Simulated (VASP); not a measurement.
Set up this calculation in VASP 6.6.1, as the native input.

- Task: single point
- Functional: LDA
- Potentials or basis: VASP PAW LDA potentials, release 64 (Sn_d, Ir)
- Cutoff: 520 eV
- k mesh: 10 × 10 × 10
- Occupations: fermi-dirac, width 0.05 eV
- Spin: no spin polarisation
- Dipole correction: no
- Further INCAR settings: ALGO = Normal; EDIFF = 1e-07; NBANDS = 26

The structure of Sn2Ir lies in POSCAR:

```
Sn2Ir
1.0
    0.0000000000      2.8924242958      2.8924242958
    2.8924242958      0.0000000000      2.8924242958
    2.8924242958      2.8924242958      0.0000000000
Sn Ir
2 1
Direct
    0.7500000000      0.7500000000      0.7500000000
    0.2500000000      0.2500000000      0.2500000000
    0.0000000000      0.0000000000      0.0000000000
```

This cell differs from its parent crystal: volume scaled by 0.75.

One way to write it, as run:

INCAR

```
ALGO = Normal
EDIFF = 1E-7
ENCUT = 520
ISIF = 2
ISMEAR = -1
LASPH = True
LCHARG = True
LELF = True
LREAL = False
LVHAR = True
LWAVE = False
NBANDS = 26
NELM = 80
PREC = Accurate
SIGMA = 0.05
```

KPOINTS

```
k-points
0
Gamma
  10 10 10
```

Potentials or basis: VASP PAW LDA potentials, release 64 (Sn_d, Ir).

The run is started by

```bash
$ cat potpaw_LDA.64/Sn_d/POTCAR potpaw_LDA.64/Ir/POTCAR > POTCAR
$ mpirun -np 1 vasp_std > vasp.out
```

It gave:

| Property | Result |
| --- | --- |
| Pressure | 68.1 GPa |

It took 100 s on 1 thread of AMD EPYC 7R43 64-Core Processor (Zen 3) (shared host), peak memory 0.15 GiB.
